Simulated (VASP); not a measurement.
Runs of VASP 6.6.1 on LuBr. The structure is that of space group P6_3mc (No. 186), or close to it. The cells are those of the table. 

```tsv
level	cell	k mesh	smearing	gap on the mesh (eV)	pressure (GPa)	largest force (eV/Å)
r2SCAN	a = 3.591, b = 3.591, c = 9.819 Å, angles 90.0, 90.0, 120.0°, 4 atoms	9 × 9 × 3	fermi-dirac 0.05 eV	none	0.2	0.01
r2SCAN	a = 3.170, b = 3.170, c = 9.026 Å, angles 90.0, 90.0, 120.0°, 4 atoms	9 × 9 × 3	fermi-dirac 0.05 eV	0.07	(b)	0.04
r2SCAN	a = 3.538, b = 3.538, c = 9.713 Å, angles 90.0, 90.0, 120.0°, 4 atoms	9 × 9 × 3	fermi-dirac 0.05 eV	none	2.2	0.01
PBE	a = 3.607, b = 3.607, c = 9.872 Å, angles 90.0, 90.0, 120.0°, 4 atoms	7 × 7 × 3	methfessel-paxton 0.025 eV	none	0.2	0.01
PBE	a = 3.607, b = 3.607, c = 9.872 Å, angles 90.0, 90.0, 120.0°, 4 atoms	7 × 7 × 3	methfessel-paxton 0.005 eV	none	0.2	0.01
r2SCAN	a = 3.263, b = 3.263, c = 9.187 Å, angles 90.0, 90.0, 120.0°, 4 atoms	9 × 9 × 3	fermi-dirac 0.05 eV	-	20.5	0.01
r2SCAN	a = 3.389, b = 3.389, c = 9.417 Å, angles 90.0, 90.0, 120.0°, 4 atoms	9 × 9 × 3	fermi-dirac 0.05 eV	none	(a)	-
PBE	a = 3.607, b = 3.607, c = 9.872 Å, angles 90.0, 90.0, 120.0°, 4 atoms	7 × 7 × 3	methfessel-paxton 0.01 eV	none	0.2	0.01
PBE	a = 3.607, b = 3.607, c = 9.872 Å, angles 90.0, 90.0, 120.0°, 4 atoms	7 × 7 × 3	methfessel-paxton 0.05 eV	none	0.2	0.01
r2SCAN	a = 3.474, b = 3.474, c = 9.585 Å, angles 90.0, 90.0, 120.0°, 4 atoms	9 × 9 × 3	fermi-dirac 0.05 eV	none	5.3	-
```

Alike in all rows: task single point; potentials or basis VASP PAW PBE potentials, release 64 (Lu, Br); no spin polarisation; cutoff (eV) 520.

Question: Estimate the missing entries.

Answer: (a) 10.3; (b) 30.7.

Caveats: spin-orbit coupling is left out, which moves the levels of the heavy elements; the PAW data sets were made with another functional, which shifts forces and pressure a little (some runs).

A k mesh can miss the band edges, and the runs leave out spin-orbit coupling on Br, Lu.

A gap of «none» marks levels without a gap at the run's occupations.
